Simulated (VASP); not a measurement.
# CuI (Marshite) (F-43m) in VASP: further runs

Aim: see how the results for CuI (Marshite) move with the level of theory and the settings. Levels: PBE+D3(BJ)+U, PBE, r2SCAN, B3LYP. Tasks: single point.

Program: VASP 6.6.1. These are calculated values, not measurements. Logs are shortened: lines on timing, memory, paths and dates and some standing lists are left out, and cuts for length are marked.

## 1. The cell of the first run

It takes space group F-43m (No. 216, cubic). Conventional cell: a = 6.182 Å, b = 6.182 Å, c = 6.182 Å, α = 90.00°, β = 90.00°, γ = 90.00°. Within 3.5 Å of I (site symmetry -43m) lie 4 Cu at 2.68 Å. Within 3.5 Å of Cu (site symmetry -43m) lie 4 I at 2.68 Å.

## 2. Single point, PBE+D3(BJ)+U (volume scaled by 1.06)

Contents of INCAR:

```
SYSTEM = CuI
PREC     = Accurate       ! precision mode
ENCUT    = 520            ! plane-wave cutoff, eV
EDIFF    = 1E-6           ! SCF threshold, eV
ISMEAR   = 0              ! smearing method
SIGMA    = 0.01           ! smearing width, eV
LREAL    = .False.        ! projectors in reciprocal space
LASPH    = .True.         ! aspherical terms in the spheres
NELM     = 150            ! most SCF steps
ALGO     = Normal         ! electronic algorithm
ISIF     = 2              ! what is computed and relaxed
LWAVE    = .False.        ! write WAVECAR
LCHARG   = .False.        ! write CHGCAR
LMAXMIX  = 4              ! l up to which the mixer works
LDAU     = .True.         ! DFT+U
LDAUTYPE = 2            
LDAUL    = -1 2           ! shell
LDAUU    = 0 3.5          ! U, eV
LDAUJ    = 0 0          
LDAUPRINT= 1            
GGA      = PE             ! functional
IVDW     = 12             ! dispersion correction
NBANDS   = 16             ! bands
```

Contents of KPOINTS:

```
Automatic mesh
0
Gamma
  8 8 8
  0 0 0
```

Contents of POSCAR:

```
CuI
1.0
    0.0000000000      3.0909562712      3.0909562712
    3.0909562712      0.0000000000      3.0909562712
    3.0909562712      3.0909562712      0.0000000000
I Cu
1 1
Direct
    0.0000000000      0.0000000000      0.0000000000
    0.7500000000      0.7500000000      0.7500000000
```

Potentials or basis: VASP PAW PBE potentials, release 64 (I, Cu).

The run is started by

```sh
> cat potpaw_PBE.64/I/POTCAR potpaw_PBE.64/Cu/POTCAR > POTCAR
> mpirun -np 1 vasp_std > vasp.out
```

OUTCAR:

```text
SYSTEM = CuI
   PREC = Accurate
   ENCUT = 520
   EDIFF = 1E-6
   ISMEAR = 0
   LREAL = .False.
   LASPH = .True.
   NELM = 150
   ISIF = 2
   GGA = PE
   IVDW = 12
 IVDW          = 12

 ion  position               nearest neighbor table
   1  0.000  0.000  0.000-   2 2.68   2 2.68   2 2.68   2 2.68
   2  0.750  0.750  0.750-   1 2.68   1 2.68   1 2.68   1 2.68

  LATTYP: Found a face centered cubic cell.
 ALAT       =     6.1819125424

  Lattice vectors:

 A1 = (   0.0000000000,   3.0909562712,   3.0909562712)
 A2 = (   3.0909562712,   0.0000000000,   3.0909562712)
 A3 = (   3.0909562712,   3.0909562712,   0.0000000000)

Analysis of symmetry for initial positions (statically):
=====================================================================
 Subroutine PRICEL returns:
 Original cell was already a primitive cell.

 Routine SETGRP: Setting up the symmetry group for a
 face centered cubic supercell.

 Subroutine GETGRP returns: Found 24 space group operations
 (whereof 24 operations were pure point group operations)
 out of a pool of 48 trial point group operations.

The static configuration has the point symmetry T_d .

Analysis of symmetry for dynamics (positions and initial velocities):
=====================================================================
 Subroutine PRICEL returns:
 Original cell was already a primitive cell.

 Routine SETGRP: Setting up the symmetry group for a
 face centered cubic supercell.

 Subroutine GETGRP returns: Found 24 space group operations
 (whereof 24 operations were pure point group operations)
 out of a pool of 48 trial point group operations.

The dynamic configuration has the point symmetry T_d .

 Subroutine INISYM returns: Found 24 space group operations
 (whereof 24 operations are pure point group operations),
 and found     1 'primitive' translations

----------------------------------------------------------------------------------------

                                     Primitive cell

  volume of cell :      59.0621

  direct lattice vectors                    reciprocal lattice vectors
     0.000000000  3.090956271  3.090956271    -0.161762237  0.161762237  0.161762237
     3.090956271  0.000000000  3.090956271     0.161762237 -0.161762237  0.161762237
     3.090956271  3.090956271  0.000000000     0.161762237  0.161762237 -0.161762237

  length of vectors
     4.371272279  4.371272279  4.371272279     0.280180413  0.280180413  0.280180413

  position of ions in fractional coordinates (direct lattice)
     0.000000000  0.000000000  0.000000000
     0.750000000  0.750000000  0.750000000

  ion indices of the primitive-cell ions
   primitive index   ion index
                 1           1
                 2           2

----------------------------------------------------------------------------------------

 KPOINTS: Automatic mesh

Automatic generation of k-mesh.
 Grid dimensions read from file:
 generate k-points for:    8    8    8

 Generating k-lattice:

  Cartesian coordinates                     Fractional coordinates (reciprocal lattice)
    -0.020220280  0.020220280  0.020220280     0.125000000  0.000000000  0.000000000
     0.020220280 -0.020220280  0.020220280     0.000000000  0.125000000  0.000000000
     0.020220280  0.020220280 -0.020220280     0.000000000  0.000000000  0.125000000

  Length of vectors
     0.035022552  0.035022552  0.035022552

  Shift w.r.t. Gamma in fractional coordinates (k-lattice)
     0.000000000  0.000000000  0.000000000

 Subroutine IBZKPT returns following result:
 ===========================================
[... 37 lines left out ...]
   NGXF,Y,Z  is equivalent  to a cutoff of  27.38, 27.38, 27.38 a.u.
 SYSTEM =  CuI
   PREC   = accura    normal or accurate (medium, high low for compatibility)
   ISTART =      0    job   : 0-new  1-cont  2-samecut
   ICHARG =      2    charge: 1-file 2-atom 10-const
   ISPIN  =      1    spin polarized calculation?
   LNONCOLLINEAR =      F non collinear calculations
   LSORBIT =      F    spin-orbit coupling
   LASPH  =      T    aspherical Exc in radial PAW
   ENCUT  =  520.0 eV  38.22 Ry    6.18 a.u.   8.13  8.13  8.13*2*pi/ulx,y,z
   NELM   =    150;   NELMIN=  2; NELMDL= -5     # of ELM steps
   EDIFF  = 0.1E-05   stopping-criterion for ELM
   LREAL  =      F    real-space projection
   EDIFFG = 0.1E-04   stopping-criterion for IOM
   NSW    =      0    number of steps for IOM
   IBRION =     -1    ionic relax: 0-MD 1-quasi-New 2-CG
   NFREE  =      0    steps in history (QN), initial steepest desc. (CG)
   ISIF   =      2    stress and relaxation
   ISYM   =      2    0-nonsym 1-usesym 2-fastsym
   POTIM  = 0.5000    time-step for ionic-motion
   TEBEG  =    0.0;   TEEND  =   0.0 temperature during run
   PSTRESS=    0.0 pullay stress
   NELECT =      18.0000    total number of electrons
   NUPDOWN=      -1.0000    fix difference up-down
   EMIN   =  10.00;   EMAX   =-10.00  energy-range for DOS
   EFERMI =   0.00;   METHOD = LEGACY
   ISMEAR =     0;   SIGMA  =   0.01  broadening in eV -4-tet -1-fermi 0-gaus
   EFERMI_NEDOS =   21; number of points for ismear=-14 and -15
   IALGO  =     38    algorithm
   IMIX   =      4    mixing-type and parameters
     AMIX     =   0.40;   BMIX     =  1.00
     AMIX_MAG =   1.60;   BMIX_MAG =  1.00
  volume/ion in A,a.u.               =      29.53       199.29
  Fermi-wavevector in a.u.,A,eV,Ry     =   1.101699  2.081909 16.513933  1.213740
  Thomas-Fermi vector in A             =   2.238130
   LORBIT       =      0    0 simple, 1 ext, 2 COOP (PROOUT), +10 PAW based schemes
 LDA+U is selected, type is set to LDAUTYPE =  2
   angular momentum for each species LDAUL =    -1    2
   U (eV)           for each species LDAUU =   0.0  3.5
   J (eV)           for each species LDAUJ =   0.0  0.0
   GGA     = PE    functional components
   LHFCALC =     F    Hartree Fock is set to
   AEXX    =    0.0000 exact exchange contribution
   IVDW    =    12    specifies the selected vdW correction
   LEPSILON=     F    determine dielectric tensor
   LRPA    =     F    only Hartree local field effects (RPA)
 non-spin polarized calculation
 Gauss-broadening in eV      SIGMA  =   0.01
  energy-cutoff  :      520.00
  volume of cell :       59.06
 maximum number of plane-waves:      1639
 NGX is ok and might be reduce to    36
   NGX = 17   NGY = 17   NGZ = 17

atom =   2  type =  2  l = 2

 onsite density matrix

spin component  1

  0.9493 -0.0000 -0.0000 -0.0000 -0.0000
 -0.0000  0.9493  0.0000  0.0000 -0.0000
 -0.0000  0.0000  0.9431  0.0000 -0.0000
 -0.0000  0.0000  0.0000  0.9493 -0.0000
 -0.0000 -0.0000 -0.0000 -0.0000  0.9431

spin component  2

  0.9493 -0.0000 -0.0000 -0.0000 -0.0000
 -0.0000  0.9493  0.0000  0.0000 -0.0000
 -0.0000  0.0000  0.9431  0.0000 -0.0000
 -0.0000  0.0000  0.0000  0.9493 -0.0000
 -0.0000 -0.0000 -0.0000 -0.0000  0.9431

 occupancies and eigenvectors

  o =  0.9431  v =  0.0000 -0.0000 -0.9998 -0.0000 -0.0209  0.0000  0.0000  0.0000  0.0000  0.0000      0.0000  0.0000  0.0000  0.0000  0.0000  0.0000  0.0000  0.0000  0.0000  0.0000
  o =  0.9431  v =  0.0000  0.0000  0.0000  0.0000  0.0000  0.0000 -0.0000 -0.9998 -0.0000 -0.0209      0.0000  0.0000  0.0000  0.0000  0.0000  0.0000  0.0000  0.0000  0.0000  0.0000
  o =  0.9431  v =  0.0000 -0.0000 -0.0209  0.0000  0.9998  0.0000  0.0000  0.0000  0.0000  0.0000      0.0000  0.0000  0.0000  0.0000  0.0000  0.0000  0.0000  0.0000  0.0000  0.0000
  o =  0.9431  v =  0.0000  0.0000  0.0000  0.0000  0.0000  0.0000 -0.0000 -0.0209  0.0000  0.9998      0.0000  0.0000  0.0000  0.0000  0.0000  0.0000  0.0000  0.0000  0.0000  0.0000
  o =  0.9493  v =  0.0000  0.0000  0.0000  0.0000  0.0000  1.0000  0.0000  0.0000  0.0000  0.0000      0.0000  0.0000  0.0000  0.0000  0.0000  0.0000  0.0000  0.0000  0.0000  0.0000
  o =  0.9493  v =  1.0000  0.0000  0.0000  0.0000  0.0000  0.0000  0.0000  0.0000  0.0000  0.0000      0.0000  0.0000  0.0000  0.0000  0.0000  0.0000  0.0000  0.0000  0.0000  0.0000
  o =  0.9493  v =  0.0000  0.9551 -0.0000 -0.2962  0.0000  0.0000  0.0000  0.0000  0.0000  0.0000      0.0000  0.0000  0.0000  0.0000  0.0000  0.0000  0.0000  0.0000  0.0000  0.0000
  o =  0.9493  v =  0.0000  0.0000  0.0000  0.0000  0.0000  0.0000  0.9551 -0.0000 -0.2962  0.0000      0.0000  0.0000  0.0000  0.0000  0.0000  0.0000  0.0000  0.0000  0.0000  0.0000
  o =  0.9493  v =  0.0000  0.0000  0.0000  0.0000  0.0000  0.0000 -0.2962  0.0000 -0.9551 -0.0000      0.0000  0.0000  0.0000  0.0000  0.0000  0.0000  0.0000  0.0000  0.0000  0.0000
  o =  0.9493  v =  0.0000 -0.2962  0.0000 -0.9551 -0.0000  0.0000  0.0000  0.0000  0.0000  0.0000      0.0000  0.0000  0.0000  0.0000  0.0000  0.0000  0.0000  0.0000  0.0000  0.0000

 number of electron      18.0000002 magnetization

 Free energy of the ion-electron system (eV)
  ---------------------------------------------------
  ext. energy  EPLUGINS =         0.00000000
  ---------------------------------------------------
  free energy    TOTEN  =        -4.58330846 eV

  energy without entropy =       -4.58330846  energy(sigma->0) =       -4.58330846

 E-fermi :   3.4184     XC(G=0):  -8.6263

 val. band max:        3.3497768819   @ k =   0.0000   0.0000   0.0000
 cond. band min:       4.9201499161   @ k =   0.0000   0.0000   0.0000
 fundamental gap:      1.5703730342
 Fermi energy:         3.4183659706

 k-point     1 :       0.0000    0.0000    0.0000
  band No.  band energies     occupation
      1      -9.8808      2.00000
      2       0.0118      2.00000
      3       0.0118      2.00000
      4       0.0118      2.00000
      5       1.3533      2.00000
      6       1.3533      2.00000
[... 433 lines left out ...]
      3      -0.2640      2.00000
      4       0.1136      2.00000
      5       1.2988      2.00000
      6       1.3639      2.00000
[... 8 lines left out ...]
     15      14.3974      0.00000
     16      14.9547      0.00000

 [... further k-points ...]

------------------------ aborting loop because EDIFF is reached ----------------------------------------

 Edisp (eV)   -0.64007

 E8    (eV) :    -0.2796

  FORCE on cell =-STRESS in cart. coord.  units (eV):
  Direction    XX          YY          ZZ          XY          YZ          ZX
  --------------------------------------------------------------------------------------
  -------------------------------------------------------------------------------------
  Total      -1.15568    -1.15568    -1.15568     0.00000     0.00000     0.00000
  in kB     -31.35027   -31.35027   -31.35027     0.00000     0.00000     0.00000
  external pressure =      -31.35 kB  Pullay stress =        0.00 kB

 VOLUME and BASIS-vectors are now :
 -----------------------------------------------------------------------------
  energy-cutoff  :      520.00
  volume of cell :       59.06
      direct lattice vectors                 reciprocal lattice vectors
     0.000000000  3.090956271  3.090956271    -0.161762237  0.161762237  0.161762237
     3.090956271  0.000000000  3.090956271     0.161762237 -0.161762237  0.161762237
     3.090956271  3.090956271  0.000000000     0.161762237  0.161762237 -0.161762237

 POSITION                                       TOTAL-FORCE (eV/Angst)
 -----------------------------------------------------------------------------------
      0.00000      0.00000      0.00000        -0.000000     -0.000000     -0.000000
      4.63643      4.63643      4.63643         0.000000      0.000000      0.000000
 -----------------------------------------------------------------------------------
    total drift:                               -0.000000     -0.000000     -0.000000

  FREE ENERGIE OF THE ION-ELECTRON SYSTEM (eV)
  ---------------------------------------------------
  free  energy   TOTEN  =        -5.2233784902 eV

  energy  without entropy=       -5.2233784902  energy(sigma->0) =       -5.22337849
```

Wall time 34 s (1 thread of Intel Xeon 6975P-C, shared host); peak memory 0.22 GiB.

Results:

| Property | Result |
| --- | --- |
| Free energy | -5.2234 eV |
| Pressure | -3.1 GPa |
| Band gap on the k mesh | 1.57 eV, direct |
| Dispersion energy per atom | -0.320 eV |

Eigenvalues of the final occupation matrices:
| site | spin | trace | eigenvalues |
| --- | --- | --- | --- |
| site 2 d | 1 | 4.73 | 0.94 0.94 0.95 0.95 0.95 |
| site 2 d | 2 | 4.73 | 0.94 0.94 0.95 0.95 0.95 |

Caveat: spin-orbit coupling is left out, which moves the levels of the heavy elements.

[end of part 1 of 2]
